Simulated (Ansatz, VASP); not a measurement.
## One calculation of GaP, two programs

The input INCAR:

```
SYSTEM = GaP
ALGO     = Normal         ! electronic algorithm
EDIFF    = 1E-6           ! SCF threshold, eV
ENCUT    = 520            ! plane-wave cutoff, eV
GGA      = PE             ! functional
ISIF     = 2              ! what is computed and relaxed
ISMEAR   = -1             ! smearing method
LASPH    = .True.         ! aspherical terms in the spheres
LCHARG   = .True.         ! write CHGCAR
LELF     = .True.         ! ELF
LREAL    = .False.        ! projectors in reciprocal space
LVHAR    = .True.       
LWAVE    = .False.        ! write WAVECAR
NBANDS   = 16             ! bands
NELM     = 60             ! most SCF steps
PREC     = Accurate       ! precision mode
SIGMA    = 0.05           ! smearing width, eV
```

The input KPOINTS:

```
k-points
0
Gamma
  10 10 10
  0 0 0
```

File POSCAR:

```
GaP
1.0
    0.0000000000      2.6696170428      2.6696170428
    2.6696170428      0.0000000000      2.6696170428
    2.6696170428      2.6696170428      0.0000000000
Ga P
1 1
Direct
    0.0000000000      0.0000000000      0.0000000000
    0.7500000000      0.7500000000      0.7500000000
```

Input for Ansatz:

```yaml
crystal:
  lattice:
    - [0.0, 2.6696170428, 2.6696170428]
    - [2.6696170428, 0.0, 2.6696170428]
    - [2.6696170428, 2.6696170428, 0.0]
  atoms:
    - { symbol: Ga, position: [0.0, 0.0, 0.0] }
    - { symbol: P, position: [0.75, 0.75, 0.75] }
kpoints:
  mp_grid: { grid: [10, 10, 10] }
  band_path:
    path:
      - [0.0, 0.0, 0.0]
      - [-0.5, -0.5, 0.0]
      - [-0.375, -0.375, 0.25]
      - [-0.375, 0.0, 0.375]
      - [0.0, 0.0, 0.0]
      - [0.0, 0.0, 0.5]
      - [-0.5, -0.25, 0.25]
      - [-0.5, -0.5, 0.0]
    npoints: 5
scf:
  occupations: { method: fermi_dirac, width: 0.05 }
hamiltonian:
  xc: pbe
  pseudopotentials: { kind: all_electron, lapw: { basis_error: 0.0005 } }
output:
  forces: true
  stress: true
  eigenvalues: true
```

Change from the starting cell: volume scaled by 0.94.

Alike in both runs: task single point; functional PBE; k mesh 10 × 10 × 10; occupations fermi-dirac, width 0.05 eV; no spin polarisation.

```csv
,VASP,Ansatz
version,VASP 6.6.1,Ansatz 0.2.0
potentials or method,"VASP PAW PBE potentials, release 64 (Ga_d, P), cutoff 520 eV","all-electron LAPW, scalar-relativistic"
```

Ansatz gave:

- pressure (GPa): 8.7

Question: Which values does VASP return?

Answer: Pressure (GPa): 8.6.

Ansatz ran all-electron here, and VASP with PAW potentials.
